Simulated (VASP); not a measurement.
# CsAs2 (Fm-3m) in VASP: relaxation of cell and atoms with PBE

Aim: the relaxation of cell and atoms of CsAs2 with PBE.

Program: VASP 6.6.1. These are calculated values, not measurements. Logs are shortened: lines on timing, memory, paths and dates and some standing lists are left out, and cuts for length are marked.

## Step 1: The cell of the first run

It takes space group Fm-3m (No. 225, cubic). Conventional cell: a = 7.631 Å, b = 7.631 Å, c = 7.631 Å, α = 90.00°, β = 90.00°, γ = 90.00°. Cs (site symmetry m-3m) has 8 As at 3.30 Å within 4.3 Å. Within 4.3 Å of As (site symmetry -43m) lie 4 Cs at 3.30 Å and 6 As at 3.82 Å.

The cell was built from a structure type or drawn by symmetry, and may not be a known phase.

## Step 2: Relaxation of cell and atoms, PBE

The input, INCAR:

```
SYSTEM = CsAs2
ALGO     = Normal         ! electronic algorithm
EDIFF    = 1E-6           ! SCF threshold, eV
EDIFFG   = -0.01          ! ionic threshold
ENCUT    = 600            ! plane-wave cutoff, eV
GGA      = PE             ! functional
IBRION   = 2              ! ionic algorithm
ISIF     = 3              ! what is computed and relaxed
ISMEAR   = 0              ! smearing method
LASPH    = .TRUE.         ! aspherical terms in the spheres
LCHARG   = .FALSE.        ! write CHGCAR
LREAL    = .FALSE.        ! projectors in reciprocal space
LWAVE    = .FALSE.        ! write WAVECAR
NELM     = 100            ! most SCF steps
NSW      = 100            ! ionic steps
PREC     = Accurate       ! precision mode
SIGMA    = 0.1            ! smearing width, eV
```

The input, KPOINTS:

```
k-points
0
G
  10 10 10
  0 0 0
```

The input, POSCAR:

```
CsAs2
1.0
    0.0000000000      3.8153839412      3.8153839412
    3.8153839412      0.0000000000      3.8153839412
    3.8153839412      3.8153839412      0.0000000000
Cs As
1 2
Direct
    0.0000000000      0.0000000000      0.0000000000
    0.2500000000      0.2500000000      0.2500000000
    0.7500000000      0.7500000000      0.7500000000
```

Potentials or basis: VASP PAW PBE potentials, release 64 (Cs_sv, As).

On the command line:

```bash
> cat potpaw_PBE.64/Cs_sv/POTCAR potpaw_PBE.64/As/POTCAR > POTCAR
> mpirun -np 1 vasp_std > vasp.out
```

OUTCAR:

```text
SYSTEM = CsAs2
   EDIFF = 1E-6
   EDIFFG = -0.01
   ENCUT = 600
   GGA = PE
   IBRION = 2
   ISIF = 3
   ISMEAR = 0
   LASPH = .TRUE.
   LREAL = .FALSE.
   NELM = 100
   NSW = 100
   PREC = Accurate

 ion  position               nearest neighbor table
   1  0.000  0.000  0.000-
   2  0.250  0.250  0.250-
   3  0.750  0.750  0.750-

  LATTYP: Found a face centered cubic cell.
 ALAT       =     7.6307678824

  Lattice vectors:

 A1 = (   0.0000000000,   3.8153839412,   3.8153839412)
 A2 = (   3.8153839412,   0.0000000000,   3.8153839412)
 A3 = (   3.8153839412,   3.8153839412,   0.0000000000)

Analysis of symmetry for initial positions (statically):
=====================================================================
 Subroutine PRICEL returns:
 Original cell was already a primitive cell.

 Routine SETGRP: Setting up the symmetry group for a
 face centered cubic supercell.

 Subroutine GETGRP returns: Found 48 space group operations
 (whereof 48 operations were pure point group operations)
 out of a pool of 48 trial point group operations.

The static configuration has the point symmetry O_h .

Analysis of symmetry for dynamics (positions and initial velocities):
=====================================================================
 Subroutine PRICEL returns:
 Original cell was already a primitive cell.

 Routine SETGRP: Setting up the symmetry group for a
 face centered cubic supercell.

 Subroutine GETGRP returns: Found 48 space group operations
 (whereof 48 operations were pure point group operations)
 out of a pool of 48 trial point group operations.

The dynamic configuration has the point symmetry O_h .

 Subroutine INISYM returns: Found 48 space group operations
 (whereof 48 operations are pure point group operations),
 and found     1 'primitive' translations

----------------------------------------------------------------------------------------

                                     Primitive cell

  volume of cell :     111.0823

  direct lattice vectors                    reciprocal lattice vectors
     0.000000000  3.815383941  3.815383941    -0.131048410  0.131048410  0.131048410
     3.815383941  0.000000000  3.815383941     0.131048410 -0.131048410  0.131048410
     3.815383941  3.815383941  0.000000000     0.131048410  0.131048410 -0.131048410

  length of vectors
     5.395767715  5.395767715  5.395767715     0.226982505  0.226982505  0.226982505

  position of ions in fractional coordinates (direct lattice)
     0.000000000  0.000000000  0.000000000
     0.250000000  0.250000000  0.250000000
     0.750000000  0.750000000  0.750000000

  ion indices of the primitive-cell ions
   primitive index   ion index
                 1           1
                 2           2
                 3           3

----------------------------------------------------------------------------------------

 KPOINTS: k-points

Automatic generation of k-mesh.
 Grid dimensions read from file:
 generate k-points for:   10   10   10

 Generating k-lattice:

  Cartesian coordinates                     Fractional coordinates (reciprocal lattice)
    -0.013104841  0.013104841  0.013104841     0.100000000  0.000000000  0.000000000
     0.013104841 -0.013104841  0.013104841     0.000000000  0.100000000  0.000000000
     0.013104841  0.013104841 -0.013104841     0.000000000  0.000000000  0.100000000

  Length of vectors
     0.022698250  0.022698250  0.022698250

  Shift w.r.t. Gamma in fractional coordinates (k-lattice)
     0.000000000  0.000000000  0.000000000

 Subroutine IBZKPT returns following result:
 ===========================================

 Found     47 irreducible k-points:

 Following reciprocal coordinates:
            Coordinates               Weight
  0.000000  0.000000  0.000000      1.000000
  0.100000  0.000000  0.000000      8.000000
  0.200000  0.000000  0.000000      8.000000
  0.300000  0.000000  0.000000      8.000000
  0.400000  0.000000  0.000000      8.000000
  0.500000  0.000000  0.000000      4.000000
[... 16 lines left out ...]
  0.300000  0.300000  0.000000      6.000000
  0.400000  0.300000  0.000000     24.000000
 [... further k-points ...]
   k-points           NKPTS =     47   k-points in BZ     NKDIM =     47   number of bands    NBANDS=     13
   number of dos      NEDOS =    301   number of ions     NIONS =      3
   total plane-waves  NPLWV = 110592
   dimension x,y,z NGX =    48 NGY =   48 NGZ =   48
   dimension x,y,z NGXF=    96 NGYF=   96 NGZF=   96
   ions per type =               1   2
   NGX,Y,Z   is equivalent  to a cutoff of  14.79, 14.79, 14.79 a.u.
   NGXF,Y,Z  is equivalent  to a cutoff of  29.58, 29.58, 29.58 a.u.
 SYSTEM =  CsAs2
   PREC   = accura    normal or accurate (medium, high low for compatibility)
   ISTART =      0    job   : 0-new  1-cont  2-samecut
   ICHARG =      2    charge: 1-file 2-atom 10-const
   ISPIN  =      1    spin polarized calculation?
   LNONCOLLINEAR =      F non collinear calculations
   LSORBIT =      F    spin-orbit coupling
   LASPH  =      T    aspherical Exc in radial PAW
   ENCUT  =  600.0 eV  44.10 Ry    6.64 a.u.  10.78 10.78 10.78*2*pi/ulx,y,z
   NELM   =    100;   NELMIN=  2; NELMDL= -5     # of ELM steps
   EDIFF  = 0.1E-05   stopping-criterion for ELM
   LREAL  =      F    real-space projection
   EDIFFG = -.1E-01   stopping-criterion for IOM
   NSW    =    100    number of steps for IOM
   IBRION =      2    ionic relax: 0-MD 1-quasi-New 2-CG
   NFREE  =      1    steps in history (QN), initial steepest desc. (CG)
   ISIF   =      3    stress and relaxation
   ISYM   =      2    0-nonsym 1-usesym 2-fastsym
   POTIM  = 0.5000    time-step for ionic-motion
   TEBEG  =    0.0;   TEEND  =   0.0 temperature during run
   PSTRESS=    0.0 pullay stress
   NELECT =      19.0000    total number of electrons
   NUPDOWN=      -1.0000    fix difference up-down
   EMIN   =  10.00;   EMAX   =-10.00  energy-range for DOS
   EFERMI =   0.00;   METHOD = LEGACY
   ISMEAR =     0;   SIGMA  =   0.10  broadening in eV -4-tet -1-fermi 0-gaus
   EFERMI_NEDOS =   21; number of points for ismear=-14 and -15
   IALGO  =     38    algorithm
   IMIX   =      4    mixing-type and parameters
     AMIX     =   0.40;   BMIX     =  1.00
     AMIX_MAG =   1.60;   BMIX_MAG =  1.00
  volume/ion in A,a.u.               =      37.03       249.87
  Fermi-wavevector in a.u.,A,eV,Ry     =   0.908750  1.717289 11.236054  0.825827
  Thomas-Fermi vector in A             =   2.032713
   LORBIT       =      0    0 simple, 1 ext, 2 COOP (PROOUT), +10 PAW based schemes
   GGA     = PE    functional components
   LHFCALC =     F    Hartree Fock is set to
   AEXX    =    0.0000 exact exchange contribution
   IVDW    =     0    specifies the selected vdW correction
   LEPSILON=     F    determine dielectric tensor
   LRPA    =     F    only Hartree local field effects (RPA)
 conjugate gradient relaxation of ions
 non-spin polarized calculation
 Gauss-broadening in eV      SIGMA  =   0.10
  energy-cutoff  :      600.00
  volume of cell :      111.08
 maximum number of plane-waves:      3727
 NGX is ok and might be reduce to    48
   NGX = 21   NGY = 21   NGZ = 21

--------------------------------------- Ionic step        1  -------------------------------------------

 number of electron      19.0000000 magnetization

 Free energy of the ion-electron system (eV)
  ---------------------------------------------------
  ext. energy  EPLUGINS =         0.00000000
  ---------------------------------------------------
  free energy    TOTEN  =        -7.12605811 eV

  energy without entropy =       -7.10494895  energy(sigma->0) =       -7.11550353

------------------------ aborting loop because EDIFF is reached ----------------------------------------

  FORCE on cell =-STRESS in cart. coord.  units (eV):
  Direction    XX          YY          ZZ          XY          YZ          ZX
  --------------------------------------------------------------------------------------
  -------------------------------------------------------------------------------------
  Total        0.2459627      0.2459627      0.2459627      0.0000000      0.0000000      0.0000000
  in kB        3.5476033      3.5476033      3.5476033      0.0000000      0.0000000      0.0000000
  external PRESSURE =       3.5476033 kB  Pullay stress =       0.0000000 kB
[... 59 lines left out ...]
  energy  without entropy=       -7.1067394039  energy(sigma->0) =       -7.11739564

--------------------------------------- Ionic step        3  -------------------------------------------

 number of electron      19.0000000 magnetization

 Free energy of the ion-electron system (eV)
  ---------------------------------------------------
  ext. energy  EPLUGINS =         0.00000000
  ---------------------------------------------------
  free energy    TOTEN  =        -7.12838590 eV

  energy without entropy =       -7.10698639  energy(sigma->0) =       -7.11768615

 E-fermi :   1.0705     XC(G=0):  -8.1398

 val. band max:        1.0669648566   @ k =  -0.2000   0.3000   0.1000
 cond. band min:       1.0709648924   @ k =   0.3000   0.3000   0.0000
 fundamental gap:      0.0040000358
 Fermi energy:         1.0704855718

 k-point     1 :       0.0000    0.0000    0.0000
  band No.  band energies     occupation
      1     -19.6648      2.00000
      2      -9.0516      2.00000
      3      -7.9494      2.00000
      4      -6.6733      2.00000
      5      -6.6733      2.00000
      6      -6.6733      2.00000
      7      -0.5865      2.00000
      8      -0.5865      2.00000
      9      -0.5865      2.00000
     10       2.0113      0.00000
     11       2.0113      0.00000
     12       2.0113      0.00000
     13       5.6181      0.00000
[... 353 lines left out ...]
 k-point    24 :       0.4000    0.3000    0.0000
  band No.  band energies     occupation
      1     -19.6379      2.00000
      2      -9.3228      2.00000
      3      -8.4071      2.00000
      4      -6.8397      2.00000
      5      -6.7659      2.00000
      6      -5.8705      2.00000
      7      -0.6260      2.00000
      8       0.1018      2.00000
      9       0.1162      2.00000
     10       1.5355      0.00000
     11       1.8806      0.00000
     12       1.9128      0.00000
     13       5.7339      0.00000

 [... further k-points ...]

------------------------ aborting loop because EDIFF is reached ----------------------------------------

  FORCE on cell =-STRESS in cart. coord.  units (eV):
  Direction    XX          YY          ZZ          XY          YZ          ZX
  --------------------------------------------------------------------------------------
  -------------------------------------------------------------------------------------
  Total        0.0278989      0.0278989      0.0278989     -0.0000000      0.0000000      0.0000000
  in kB        0.3955968      0.3955968      0.3955968     -0.0000000      0.0000000      0.0000000
  external PRESSURE =       0.3955968 kB  Pullay stress =       0.0000000 kB
[... 18 lines left out ...]
  FREE ENERGIE OF THE ION-ELECTRON SYSTEM (eV)
  ---------------------------------------------------
  free  energy   TOTEN  =        -7.1283859029 eV

  energy  without entropy=       -7.1069863948  energy(sigma->0) =       -7.11768615

 reached required accuracy - stopping structural energy minimisation
```

It took 78 s on 1 thread of Intel Xeon 6975P-C (Granite Rapids), shared host; peak memory 0.39 GiB.

Results:

```yaml
Free_energy: -7.1284 eV
Relaxed_volume: 37.66 Å³/atom
Relaxed_cell: a = 5.427 Å, b = 5.427 Å, c = 5.427 Å, α = 60.00°, β = 60.00°, γ = 60.00°
Space_group_after_relaxing_to_0.1_Å: Fm-3m (No. 225)
Energy_gained_by_relaxing: 0.8 meV/atom
Ionic_steps: 3
Pressure_after_relaxing: 0.0 GPa
Band_gap_on_the_k_mesh: zero (an odd number of electrons rules out a gap without spin polarisation)
```

The path:
```tsv
step	energy change (eV)	largest force (eV/Å)	pressure (GPa)	volume (Å³)
1	0.0000	0.0000	0.35	111.08
2	-0.0020	0.0000	0.12	112.41
3	-0.0023	0.0000	0.04	112.99
```

Final structure:
```xyz
3
Lattice="0.0000 3.8371 3.8371 3.8371 0.0000 3.8371 3.8371 3.8371 0.0000" Properties=species:S:1:pos:R:3 pbc="T T T"
Cs    0.0000    0.0000    0.0000
As    1.9186    1.9186    1.9186
As    5.7557    5.7557    5.7557
```

Caveat: spin-orbit coupling is left out, which moves the levels of the heavy elements.
